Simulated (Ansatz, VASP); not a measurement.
# Sb: VASP beside Ansatz

Contents of INCAR:

```
PREC     = Accurate       # precision mode
ENCUT    = 520            # plane-wave cutoff, eV
EDIFF    = 1E-7           # SCF threshold, eV
ISMEAR   = -1             # smearing method
SIGMA    = 0.1            # smearing width, eV
LREAL    = F              # projectors in reciprocal space
LASPH    = T              # aspherical terms in the spheres
NELM     = 80             # most SCF steps
ALGO     = Normal         # electronic algorithm
ISIF     = 2              # what is computed and relaxed
LWAVE    = F              # write WAVECAR
LCHARG   = F              # write CHGCAR
GGA      = CA             # functional
NBANDS   = 8              # bands
```

Contents of KPOINTS:

```
regular mesh
0
Gamma
  13 13 13
```

Contents of POSCAR:

```
Sb
1.0
   -1.8296855521      1.8296855521      1.8296855521
    1.8296855521     -1.8296855521      1.8296855521
    1.8296855521      1.8296855521     -1.8296855521
Sb
1
Direct
    0.0000000000      0.0000000000      0.0000000000
```

Input for Ansatz:

```yaml
crystal:
  lattice:
    - [-1.8296855521, 1.8296855521, 1.8296855521]
    - [1.8296855521, -1.8296855521, 1.8296855521]
    - [1.8296855521, 1.8296855521, -1.8296855521]
  atoms:
    - { symbol: Sb, position: [0.0, 0.0, 0.0] }
hamiltonian:
  xc: lda
  pseudopotentials:
    kind: paw
    azcp:
      Sb: "pseudopotentials/Sb.paw.azcp"
basis:
  ecutwfc: 420
  fft_grid_basis: typed
kpoints:
  mp_grid: { grid: [13, 13, 13], shift: [0, 0, 0] }
magnetization:
  spin_polarized: false
scf:
  occupations: { method: fermi_dirac, width: 0.1 }
  lower_state_search: "off"
output:
  stress: true
```

Alike in both runs: task single point; functional LDA; k mesh 13 × 13 × 13; occupations fermi-dirac, width 0.1 eV; no spin polarisation.

```csv
,VASP,Ansatz
version,VASP 6.6.1,Ansatz 0.2.0
potentials or method,"VASP PAW LDA potentials, release 64 (Sb), cutoff 520 eV","plane waves (420 eV) with PAW, scalar-relativistic"
valence electrons in the cell,5,15
```

|  | VASP | Ansatz | Ansatz less VASP |
| --- | --- | --- | --- |
| pressure (GPa) | 3.1 | 2.9 | -0.18 |

Ansatz warns that its potentials were made for another functional, while VASP's fit it. LDA's correlation is that of Perdew and Zunger in VASP and of Perdew and Wang (1992) in Ansatz. VASP's potentials hold 5 valence electrons a cell and Ansatz's 15, so a difference there can come from the potentials and not from the codes.

Spin-orbit coupling is off throughout.
